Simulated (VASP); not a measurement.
# BP (F-43m) in VASP: a series of runs

The runs below take BP through single point, with BLYP.

Program: VASP 6.6.1. These are calculated values, not measurements. Logs are shortened: lines on timing, memory, paths and dates and some standing lists are left out, and cuts for length are marked.

### 1 The cell of the first run

Symmetry: F-43m, No. 216, cubic system. The conventional cell has a = 4.598 Å, b = 4.598 Å, c = 4.598 Å, α = 90.00°, β = 90.00°, γ = 90.00°. Within 2.6 Å of P (site symmetry -43m) lie 4 B at 1.99 Å. Within 2.6 Å of B (site symmetry -43m) lie 4 P at 1.99 Å.

### 2 Single point, BLYP

The input, INCAR:

```
PREC = Accurate
ENCUT = 520
EDIFF = 1E-6
ISMEAR = -1
SIGMA = 0.05
LREAL = F
LASPH = T
NELM = 80
ALGO = Normal
ISIF = 2
LWAVE = F
LCHARG = T
GGA = B5
ALDAX = 1.0
AGGAX = 1.0
AGGAC = 1.0
ALDAC = 0.0
LELF = T
LVHAR = T
NBANDS = 11
```

The input, KPOINTS:

```
regular mesh
0
Gamma
  10 10 10
```

The input, POSCAR:

```
BP
1.0
    0.0000000000      2.2988586873      2.2988586873
    2.2988586873      0.0000000000      2.2988586873
    2.2988586873      2.2988586873      0.0000000000
P B
1 1
Direct
    0.7500000000      0.7500000000      0.7500000000
    0.0000000000      0.0000000000      0.0000000000
```

Potentials or basis: VASP PAW PBE potentials, release 64 (P, B).

Launch:

```console
cat potpaw_PBE.64/P/POTCAR potpaw_PBE.64/B/POTCAR > POTCAR
mpirun -np 1 vasp_std > vasp.out
```

OUTCAR:

```text
PREC = Accurate
   ENCUT = 520
   EDIFF = 1E-6
   ISMEAR = -1
   LREAL = F
   LASPH = T
   NELM = 80
   ISIF = 2
   GGA = B5

 ion  position               nearest neighbor table
   1  0.750  0.750  0.750-   2 1.99   2 1.99   2 1.99   2 1.99
   2  0.000  0.000  0.000-   1 1.99   1 1.99   1 1.99   1 1.99

  LATTYP: Found a face centered cubic cell.
 ALAT       =     4.5977173746

  Lattice vectors:

 A1 = (   0.0000000000,   2.2988586873,   2.2988586873)
 A2 = (   2.2988586873,   0.0000000000,   2.2988586873)
 A3 = (   2.2988586873,   2.2988586873,   0.0000000000)

Analysis of symmetry for initial positions (statically):
=====================================================================
 Subroutine PRICEL returns:
 Original cell was already a primitive cell.

 Routine SETGRP: Setting up the symmetry group for a
 face centered cubic supercell.

 Subroutine GETGRP returns: Found 24 space group operations
 (whereof 24 operations were pure point group operations)
 out of a pool of 48 trial point group operations.

The static configuration has the point symmetry T_d .

Analysis of symmetry for dynamics (positions and initial velocities):
=====================================================================
 Subroutine PRICEL returns:
 Original cell was already a primitive cell.

 Routine SETGRP: Setting up the symmetry group for a
 face centered cubic supercell.

 Subroutine GETGRP returns: Found 24 space group operations
 (whereof 24 operations were pure point group operations)
 out of a pool of 48 trial point group operations.

The dynamic configuration has the point symmetry T_d .

 Subroutine INISYM returns: Found 24 space group operations
 (whereof 24 operations are pure point group operations),
 and found     1 'primitive' translations

----------------------------------------------------------------------------------------

                                     Primitive cell

  volume of cell :      24.2978

  direct lattice vectors                    reciprocal lattice vectors
     0.000000000  2.298858687  2.298858687    -0.217499232  0.217499232  0.217499232
     2.298858687  0.000000000  2.298858687     0.217499232 -0.217499232  0.217499232
     2.298858687  2.298858687  0.000000000     0.217499232  0.217499232 -0.217499232

  length of vectors
     3.251077134  3.251077134  3.251077134     0.376719721  0.376719721  0.376719721

  position of ions in fractional coordinates (direct lattice)
     0.750000000  0.750000000  0.750000000
     0.000000000  0.000000000  0.000000000

  ion indices of the primitive-cell ions
   primitive index   ion index
                 1           1
                 2           2

----------------------------------------------------------------------------------------

 KPOINTS: regular mesh

Automatic generation of k-mesh.
 Grid dimensions read from file:
 generate k-points for:   10   10   10

 Generating k-lattice:

  Cartesian coordinates                     Fractional coordinates (reciprocal lattice)
    -0.021749923  0.021749923  0.021749923     0.100000000  0.000000000  0.000000000
     0.021749923 -0.021749923  0.021749923     0.000000000  0.100000000  0.000000000
     0.021749923  0.021749923 -0.021749923     0.000000000  0.000000000  0.100000000

  Length of vectors
     0.037671972  0.037671972  0.037671972

  Shift w.r.t. Gamma in fractional coordinates (k-lattice)
     0.000000000  0.000000000  0.000000000

 Subroutine IBZKPT returns following result:
 ===========================================

 Found     47 irreducible k-points:

 Following reciprocal coordinates:
            Coordinates               Weight
  0.000000  0.000000  0.000000      1.000000
  0.100000  0.000000  0.000000      8.000000
  0.200000  0.000000  0.000000      8.000000
  0.300000  0.000000  0.000000      8.000000
  0.400000  0.000000  0.000000      8.000000
  0.500000  0.000000  0.000000      4.000000
[... 16 lines left out ...]
  0.300000  0.300000  0.000000      6.000000
  0.400000  0.300000  0.000000     24.000000
 [... further k-points ...]
   k-points           NKPTS =     47   k-points in BZ     NKDIM =     47   number of bands    NBANDS=     11
   number of dos      NEDOS =    301   number of ions     NIONS =      2
   total plane-waves  NPLWV =  13824
   dimension x,y,z NGX =    24 NGY =   24 NGZ =   24
   dimension x,y,z NGXF=    48 NGYF=   48 NGZF=   48
   ions per type =               1   1
   NGX,Y,Z   is equivalent  to a cutoff of  12.27, 12.27, 12.27 a.u.
   NGXF,Y,Z  is equivalent  to a cutoff of  24.55, 24.55, 24.55 a.u.
 SYSTEM =  unknown system
   PREC   = accura    normal or accurate (medium, high low for compatibility)
   ISTART =      0    job   : 0-new  1-cont  2-samecut
   ICHARG =      2    charge: 1-file 2-atom 10-const
   ISPIN  =      1    spin polarized calculation?
   LNONCOLLINEAR =      F non collinear calculations
   LSORBIT =      F    spin-orbit coupling
   LASPH  =      T    aspherical Exc in radial PAW
   ENCUT  =  520.0 eV  38.22 Ry    6.18 a.u.   6.04  6.04  6.04*2*pi/ulx,y,z
   NELM   =     80;   NELMIN=  2; NELMDL= -5     # of ELM steps
   EDIFF  = 0.1E-05   stopping-criterion for ELM
   LREAL  =      F    real-space projection
   EDIFFG = 0.1E-04   stopping-criterion for IOM
   NSW    =      0    number of steps for IOM
   IBRION =     -1    ionic relax: 0-MD 1-quasi-New 2-CG
   NFREE  =      0    steps in history (QN), initial steepest desc. (CG)
   ISIF   =      2    stress and relaxation
   ISYM   =      2    0-nonsym 1-usesym 2-fastsym
   POTIM  = 0.5000    time-step for ionic-motion
   TEBEG  =    0.0;   TEEND  =   0.0 temperature during run
   PSTRESS=    0.0 pullay stress
   NELECT =       8.0000    total number of electrons
   NUPDOWN=      -1.0000    fix difference up-down
   EMIN   =  10.00;   EMAX   =-10.00  energy-range for DOS
[... 5 lines left out ...]
     AMIX     =   0.40;   BMIX     =  1.00
     AMIX_MAG =   1.60;   BMIX_MAG =  1.00
  volume/ion in A,a.u.               =      12.15        81.98
  Fermi-wavevector in a.u.,A,eV,Ry     =   1.130444  2.136230 17.386948  1.277905
  Thomas-Fermi vector in A             =   2.267141
   LORBIT       =      0    0 simple, 1 ext, 2 COOP (PROOUT), +10 PAW based schemes
   GGA     = B5    functional components
   LHFCALC =     F    Hartree Fock is set to
   AEXX    =    0.0000 exact exchange contribution
   IVDW    =     0    specifies the selected vdW correction
   LEPSILON=     F    determine dielectric tensor
   LRPA    =     F    only Hartree local field effects (RPA)
 non-spin polarized calculation
  energy-cutoff  :      520.00
  volume of cell :       24.30
 maximum number of plane-waves:       666
   NGX = 13   NGY = 13   NGZ = 13

 number of electron       7.9999999 magnetization

 Free energy of the ion-electron system (eV)
  ---------------------------------------------------
  ext. energy  EPLUGINS =         0.00000000
  ---------------------------------------------------
  free energy    TOTEN  =       -11.58021058 eV

  energy without entropy =      -11.58021058  energy(sigma->0) =      -11.58021058

 E-fermi :   8.0969     XC(G=0): -10.0593

 val. band max:        7.3236355674   @ k =   0.0000   0.0000   0.0000
 cond. band min:       8.9033370547   @ k =   0.4000   0.4000   0.0000
 fundamental gap:      1.5797014873
 Fermi energy:         8.0969238105

 k-point     1 :       0.0000    0.0000    0.0000
  band No.  band energies     occupation
      1      -7.6260      2.00000
      2       7.3236      2.00000
      3       7.3236      2.00000
      4       7.3236      2.00000
      5      10.8439      0.00000
      6      10.8439      0.00000
      7      10.8439      0.00000
      8      14.1787      0.00000
      9      18.9787      0.00000
     10      19.6058      0.00000
     11      19.6058      0.00000

 k-point     2 :       0.1000    0.0000    0.0000
  band No.  band energies     occupation
      1      -7.4534      2.00000
      2       6.0970      2.00000
      3       7.0531      2.00000
      4       7.0531      2.00000
      5      11.2189      0.00000
      6      11.2240      0.00000
      7      11.2240      0.00000
      8      14.7332      0.00000
      9      18.9729      0.00000
     10      18.9729      0.00000
     11      19.5069      0.00000

 k-point     3 :       0.2000    0.0000    0.0000
  band No.  band energies     occupation
      1      -6.9433      2.00000
      2       3.8611      2.00000
      3       6.5269      2.00000
      4       6.5269      2.00000
      5      11.3468      0.00000
      6      11.9215      0.00000
      7      11.9215      0.00000
      8      16.0256      0.00000
      9      18.3961      0.00000
     10      18.3961      0.00000
     11      20.3392      0.00000

 k-point     4 :       0.3000    0.0000    0.0000
  band No.  band energies     occupation
      1      -6.1284      2.00000
      2       1.6049      2.00000
      3       6.0575      2.00000
      4       6.0575      2.00000
      5      11.2185      0.00000
      6      12.2945      0.00000
      7      12.2945      0.00000
      8      17.1682      0.00000
      9      18.9015      0.00000
     10      18.9015      0.00000
     11      20.5217      0.00000

 k-point     5 :       0.4000    0.0000    0.0000
  band No.  band energies     occupation
      1      -5.1295      2.00000
      2      -0.3100      2.00000
      3       5.7567      2.00000
      4       5.7567      2.00000
      5      11.0875      0.00000
      6      12.2856      0.00000
      7      12.2856      0.00000
      8      17.5920      0.00000
      9      20.4738      0.00000
     10      20.4738      0.00000
     11      21.2700      0.00000
[... 211 lines left out ...]
 k-point    21 :      -0.3000    0.2000    0.0000
  band No.  band energies     occupation
      1      -4.9105      2.00000
      2       0.6397      2.00000
      3       2.9447      2.00000
      4       5.5144      2.00000
      5      11.3960      0.00000
      6      13.5153      0.00000
      7      14.1800      0.00000
      8      16.5102      0.00000
      9      17.9000      0.00000
     10      19.9321      0.00000
     11      24.1204      0.00000

 k-point    22 :      -0.2000    0.2000    0.0000
  band No.  band energies     occupation
      1      -5.8501      2.00000
      2       2.2597      2.00000
      3       3.4430      2.00000
      4       6.1448      2.00000
      5      11.8812      0.00000
      6      12.7035      0.00000
      7      13.6721      0.00000
      8      15.5713      0.00000
      9      17.0996      0.00000
     10      20.8681      0.00000
     11      22.7736      0.00000

 k-point    23 :       0.3000    0.3000    0.0000
  band No.  band energies     occupation
      1      -5.6061      2.00000
      2       2.5945      2.00000
      3       4.3077      2.00000
      4       4.3077      2.00000
      5       9.1405      0.00000
      6      11.5658      0.00000
      7      16.0232      0.00000
      8      16.0232      0.00000
      9      19.9289      0.00000
     10      21.7887      0.00000
     11      23.6167      0.00000

 k-point    24 :       0.4000    0.3000    0.0000
  band No.  band energies     occupation
      1      -4.8256      2.00000
      2       1.3338      2.00000
      3       3.5423      2.00000
      4       4.0246      2.00000
      5       9.4302      0.00000
      6      11.2555      0.00000
      7      16.6000      0.00000
      8      16.6582      0.00000
      9      20.9154      0.00000
     10      22.5962      0.00000
     11      23.9991      0.00000

 [... further k-points ...]
[... 5 lines left out ...]
  --------------------------------------------------------------------------------------
  -------------------------------------------------------------------------------------
  Total       -0.0521034     -0.0521034     -0.0521034      0.0000000     -0.0000000      0.0000000
  in kB       -3.4356542     -3.4356542     -3.4356542      0.0000000     -0.0000000      0.0000000
  external PRESSURE =      -3.4356542 kB  Pullay stress =       0.0000000 kB

 VOLUME and BASIS-vectors are now :
 -----------------------------------------------------------------------------
  energy-cutoff  :      520.00
  volume of cell :       24.30
      direct lattice vectors                 reciprocal lattice vectors
     0.000000000  2.298858687  2.298858687    -0.217499232  0.217499232  0.217499232
     2.298858687  0.000000000  2.298858687     0.217499232 -0.217499232  0.217499232
     2.298858687  2.298858687  0.000000000     0.217499232  0.217499232 -0.217499232

 POSITION                                       TOTAL-FORCE (eV/Angst)
 -----------------------------------------------------------------------------------
      3.44829      3.44829      3.44829        -0.000000      0.000000     -0.000000
      0.00000      0.00000      0.00000         0.000000     -0.000000      0.000000
 -----------------------------------------------------------------------------------
    total drift:                               -0.000000     -0.000000     -0.000000

  FREE ENERGIE OF THE ION-ELECTRON SYSTEM (eV)
  ---------------------------------------------------
  free  energy   TOTEN  =       -11.5802105810 eV

  energy  without entropy=      -11.5802105789  energy(sigma->0) =      -11.58021058
```

Run time: 13 s. Hardware: 1 thread of AMD EPYC 7R43 (Zen 3), shared host; peak memory 0.1 GiB.

Results:

- Free energy: -11.5802 eV
- Pressure: -0.3 GPa
- Band gap on the k mesh: 1.58 eV, indirect (least direct gap 3.52 eV)

Levels at points of the mesh, in eV from the valence-band top:
```tsv
k point	band 1	band 2	band 3	band 4	band 5	band 6	band 7	band 8	band 9
(0.00, 0.00, 0.00)	-14.95	0.00	0.00	0.00	3.52	3.52	3.52	6.86	11.66
(0.50, 0.00, 0.00)	-11.84	-8.56	-1.67	-1.67	3.71	4.91	4.91	10.30	14.57
(0.50, 0.50, 0.00)	-10.39	-8.24	-3.87	-3.87	1.72	2.00	11.81	11.81	14.80
```

Caveat: the PAW data sets were made with another functional, which shifts forces and pressure a little. A k mesh can miss the band edges.

### 3 Single point, BLYP

This run uses another cell than the first one, of 12.38 Å³/atom, 1.019 times its volume.

The input, INCAR:

```
PREC = Accurate
ENCUT = 520
EDIFF = 1E-6
ISMEAR = -1
SIGMA = 0.05
LREAL = False
LASPH = True
NELM = 80
ALGO = Normal
ISIF = 2
LWAVE = False
LCHARG = False
GGA = B5
ALDAX = 1.0
AGGAX = 1.0
AGGAC = 1.0
ALDAC = 0.0
NBANDS = 11
```

KPOINTS is that of step 2.

The input, POSCAR:

```
BP
1.0
    0.0000000000      2.3135014941      2.3135014941
    2.3135014941      0.0000000000      2.3135014941
    2.3135014941      2.3135014941      0.0000000000
P B
1 1
Direct
    0.7500000000      0.7500000000      0.7500000000
    0.0000000000      0.0000000000      0.0000000000
```

Potentials or basis: VASP PAW PBE potentials, release 64 (P, B).

Launch:

```console
cat potpaw_PBE.64/P/POTCAR potpaw_PBE.64/B/POTCAR > POTCAR
mpirun -np 1 vasp_std > vasp.out
```

Wall time 12 s (1 thread of AMD EPYC 7R43 (Zen 3), shared host); peak memory 0.11 GiB.

Results (log left out):

- Free energy: -11.5754 eV
- Pressure: -3.0 GPa
- Band gap on the k mesh: 1.60 eV, indirect (least direct gap 3.49 eV)

Levels at points of the mesh, in eV from the valence-band top:
```
           k point  band 1  band 2  band 3  band 4  band 5  band 6  band 7  band 8  band 9
(0.00, 0.00, 0.00)  -14.79    0.00    0.00    0.00    3.49    3.49    3.49    6.57   11.53
(0.50, 0.00, 0.00)  -11.74   -8.44   -1.65   -1.65    3.60    4.89    4.89   10.22   14.45
(0.50, 0.50, 0.00)  -10.32   -8.14   -3.80   -3.80    1.75    2.01   11.63   11.63   14.57
```

Caveat: the PAW data sets were made with another functional, which shifts forces and pressure a little. A k mesh can miss the band edges.
